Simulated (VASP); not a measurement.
Wanted: the native input for a VASP 6.6.1 run.

```
Task                   : single point
Functional             : PBE
Potentials or basis    : VASP PAW PBE potentials, release 64 (V_sv)
Cutoff                 : 520 eV
k mesh                 : 17 × 17 × 17
Occupations            : fermi-dirac, width 0.1 eV
Spin                   : no spin polarisation
Dipole correction      : no
Further INCAR settings : ALGO = Normal; EDIFF = 1e-06; NBANDS = 20
```

The structure of V lies in POSCAR:

```
V
1.0
    0.0000000000      2.6209017038      2.6209017038
    2.6209017038      0.0000000000      2.6209017038
    2.6209017038      2.6209017038      0.0000000000
V
2
Direct
    0.1250000000      0.1250000000      0.1250000000
    0.8750000000      0.8750000000      0.8750000000
```

This isn't the form of V at room conditions, which is bcc.

These files were run (other wordings do the same):

INCAR

```
SYSTEM = V
ALGO     = Normal         ! electronic algorithm
EDIFF    = 1E-6           ! SCF threshold, eV
ENCUT    = 520            ! plane-wave cutoff, eV
GGA      = PE             ! functional
ISIF     = 2              ! what is computed and relaxed
ISMEAR   = -1             ! smearing method
LASPH    = .True.         ! aspherical terms in the spheres
LCHARG   = .False.        ! write CHGCAR
LREAL    = .False.        ! projectors in reciprocal space
LWAVE    = .False.        ! write WAVECAR
NBANDS   = 20             ! bands
NELM     = 100            ! most SCF steps
PREC     = Accurate       ! precision mode
SIGMA    = 0.1            ! smearing width, eV
```

KPOINTS

```
k-points
0
Gamma
  17 17 17
  0 0 0
```

Potentials or basis: VASP PAW PBE potentials, release 64 (V_sv).

Run with:

```sh
$ cat potpaw_PBE.64/V_sv/POTCAR > POTCAR
$ mpirun -np 1 vasp_std > vasp.out
```

Results of the run:

```json
{
 "Pressure": "3.3 GPa",
 "Band gap on the k mesh": "zero (bands 13 and 14 overlap by 0.94 eV)"
}
```

Caveat: the cell stands under pressure.

Wall time 4 min on 1 thread of Intel Xeon 8259CL (shared host), peak memory 0.23 GiB.
